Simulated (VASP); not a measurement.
Runs of VASP 6.6.1 on InPd. The structure is that of space group Pm-3m (No. 221), or close to it. The cells are those of the table. 

```tsv
cell	gap on the mesh (eV)	pressure (GPa)
a = 3.238 Å, 2 atoms	none	(b)
a = 3.370 Å, 2 atoms	none	-5.4
a = 3.272 Å, 2 atoms	none	3.7
a = 3.305 Å, 2 atoms	none	0.0
a = 3.338 Å, 2 atoms	none	(a)
```

Alike in all rows: task single point; level PBE; potentials or basis VASP PAW PBE potentials, release 64 (In_d, Pd); no spin polarisation; k mesh 14 × 14 × 14; cutoff (eV) 520; smearing gaussian 0.1 eV.

Task: Fill in the values left out.

Result: (a) -3.0; (b) 8.3.

Caveats: spin-orbit coupling is left out, which moves the levels of the heavy elements; the cell stands under pressure (at least some runs); the cell stands under tension (at least some runs).

A k mesh can miss the band edges, and the runs leave out spin-orbit coupling on In, Pd.

A gap of «none» marks levels without a gap at the run's occupations.
